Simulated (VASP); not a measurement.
Here is a VASP 6.6.1 calculation.

The input INCAR:

```
SYSTEM = Rb
ALGO = Normal ; EDIFF = 1E-6
ENCUT = 520 ; GGA = PE
ISIF = 2 ; ISMEAR = -1
LASPH = .True. ; LCHARG = .False.
LREAL = .False. ; LWAVE = .False.
NBANDS = 26 ; NELM = 80
PREC = Accurate ; SIGMA = 0.05
```

File KPOINTS:

```
k-points
0
Gamma
  6 6 4
  0 0 0
```

The input POSCAR:

```
Rb
1.0
    4.4219115804      0.0000000000      0.0000000000
   -2.2109557902      3.8294877619      0.0000000000
    0.0000000000      0.0000000000     14.0506796827
Rb
4
Direct
    0.0000000000      0.0000000000      0.0000000000
    0.0000000000      0.0000000000      0.5000000000
    0.3333333333      0.6666666667      0.2500000000
    0.6666666667      0.3333333333      0.7500000000
```

Potentials or basis: VASP PAW PBE potentials, release 64 (Rb_sv).

Run with:

```bash
$ cat potpaw_PBE.64/Rb_sv/POTCAR > POTCAR
$ mpirun -np 1 vasp_std > vasp.out
```

(1) Predict the band gap on the k mesh.

(2) What does it give for the pressure?

Results:

(1) zero (bands 18 and 19 overlap by 2.44 eV).

(2) 2.7 GPa.
